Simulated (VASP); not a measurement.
ZrC, 2 atoms in the cell. Symmetry: Fm-3m, No. 225, cubic system. The conventional cell has a = 4.700 Å, b = 4.700 Å, c = 4.700 Å, α = 90.00°, β = 90.00°, γ = 90.00°. Within 3.1 Å of Zr (site symmetry m-3m) lie 6 C at 2.35 Å. Within 3.1 Å of C (site symmetry m-3m) lie 6 Zr at 2.35 Å. 

- Program: VASP 6.6.1
- Task: single point
- Functional: PBE
- Potentials or basis: VASP PAW PBE potentials, release 64 (Zr_sv, C)
- Cutoff: 520 eV
- k mesh: 6 × 6 × 6
- Occupations: gaussian, width 0.1 eV
- Spin: no spin polarisation
- Dipole correction: no
- Further INCAR settings: ALGO = Normal; EDIFF = 1e-06; NBANDS = 15

Potentials or basis: VASP PAW PBE potentials, release 64 (Zr_sv, C).

Launch:

```console
$ cat potpaw_PBE.64/Zr_sv/POTCAR potpaw_PBE.64/C/POTCAR > POTCAR
$ mpirun -np 1 vasp_std > vasp.out
```

Hardware: 1 thread of Intel(R) Xeon(R) 6975P-C (Granite Rapids), with other jobs on the host.

Question: Estimate the wall time of this run.

Answer: Run time: 4.7 s on 1 thread of Intel(R) Xeon(R) 6975P-C (Granite Rapids) (shared host), peak memory 0.15 GiB. Counts: scf iterations 13, k points 16.
